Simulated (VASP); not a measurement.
Wanted: the native input for a VASP 6.6.1 run.

* Task: single point
* Functional: PBE
* Potentials or basis: VASP PAW PBE potentials, release 64 (Ti_sv, Sb, Os)
* Cutoff: 520 eV
* k mesh: 4 × 4 × 4
* Occupations: gaussian, width 0.1 eV
* Spin: no spin polarisation
* Dipole correction: no
* Further INCAR settings: ALGO = Normal; EDIFF = 1e-07; NBANDS = 34

The structure of TiSbOs4 lies in POSCAR:

```
TiSbOs4
1.0
    0.0000000000      3.6922955738      3.6922955738
    3.6922955738      0.0000000000      3.6922955738
    3.6922955738      3.6922955738      0.0000000000
Ti Sb Os
1 1 4
Direct
    0.0000000000      0.0000000000      0.0000000000
    0.7500000000      0.7500000000      0.7500000000
    0.3747094847      0.8758715459      0.3747094847
    0.3747094847      0.3747094847      0.8758715459
    0.3747094847      0.3747094847      0.3747094847
    0.8758715459      0.3747094847      0.3747094847
```

The input as run:

INCAR

```
PREC = Accurate
ENCUT = 520
EDIFF = 1E-7
ISMEAR = 0
SIGMA = 0.1
LREAL = F
LASPH = T
NELM = 100
ALGO = Normal
ISIF = 2
LWAVE = F
LCHARG = F
GGA = PE
NBANDS = 34
```

KPOINTS

```
Automatic mesh
0
Gamma
  4 4 4
```

Potentials or basis: VASP PAW PBE potentials, release 64 (Ti_sv, Sb, Os).

The run is started by

```sh
$ cat potpaw_PBE.64/Ti_sv/POTCAR potpaw_PBE.64/Sb/POTCAR potpaw_PBE.64/Os/POTCAR > POTCAR
$ mpirun -np 1 vasp_std > vasp.out
```

It gave:

```yaml
Pressure: 0.1 GPa
Largest_force: 0.016 eV/Å
Band_gap_on_the_k_mesh: zero (an odd number of electrons rules out a gap without spin polarisation)
```

Caveat: the k points lie up to 0.37 Å⁻¹ apart, too coarse for converged energies and pressures of a metal; spin-orbit coupling is left out, which moves the levels of the heavy elements.

Wall time 29 s on 1 thread of AMD EPYC 9R45 96-Core Processor (Zen 5), with other jobs on the host, peak memory 0.21 GiB.
